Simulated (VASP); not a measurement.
Set up this calculation in VASP 6.6.1, as the native input.

| Quantity | Value |
| --- | --- |
| Task | single point |
| Functional | RPBE |
| Dispersion | D3(BJ) |
| Potentials or basis | VASP PAW PBE potentials, release 64 (Rh_pv) |
| Cutoff | 520 eV |
| k mesh | 12 × 12 × 12 |
| Occupations | fermi-dirac, width 0.05 eV |
| Spin | no spin polarisation |
| Dipole correction | no |
| Further INCAR settings | ALGO = Normal; EDIFF = 1e-06; NBANDS = 14 |

The structure of Rh lies in POSCAR:

```
Rh
1.0
    0.0000000000      1.8369459546      1.8369459546
    1.8369459546      0.0000000000      1.8369459546
    1.8369459546      1.8369459546      0.0000000000
Rh
1
Direct
    0.0000000000      0.0000000000      0.0000000000
```

These files were run (other wordings do the same):

INCAR

```
ALGO     = Normal         # electronic algorithm
EDIFF    = 1E-6           # SCF threshold, eV
ENCUT    = 520            # plane-wave cutoff, eV
GGA      = RP             # functional
ISIF     = 2              # what is computed and relaxed
ISMEAR   = -1             # smearing method
IVDW     = 12             # dispersion correction
LASPH    = T              # aspherical terms in the spheres
LCHARG   = T              # write CHGCAR
LELF     = T              # ELF
LREAL    = F              # projectors in reciprocal space
LVHAR    = T            
LWAVE    = F              # write WAVECAR
NBANDS   = 14             # bands
NELM     = 80             # most SCF steps
PREC     = Accurate       # precision mode
SIGMA    = 0.05           # smearing width, eV
```

KPOINTS

```
k-points
0
Gamma
  12 12 12
```

Potentials or basis: VASP PAW PBE potentials, release 64 (Rh_pv).

Run with:

```console
$ cat potpaw_PBE.64/Rh_pv/POTCAR > POTCAR
$ mpirun -np 1 vasp_std > vasp.out
```

Results of the run:

The pressure is 0.3 GPa. The dispersion energy per atom is -3.839 eV.

Caveat: the PAW data sets were made with another functional, which shifts forces and pressure a little; pairwise dispersion overbinds metals, which lowers pressure and volume.

It took 17 s on 1 thread of Intel Xeon 8259CL, with other jobs on the host, peak memory 0.14 GiB.
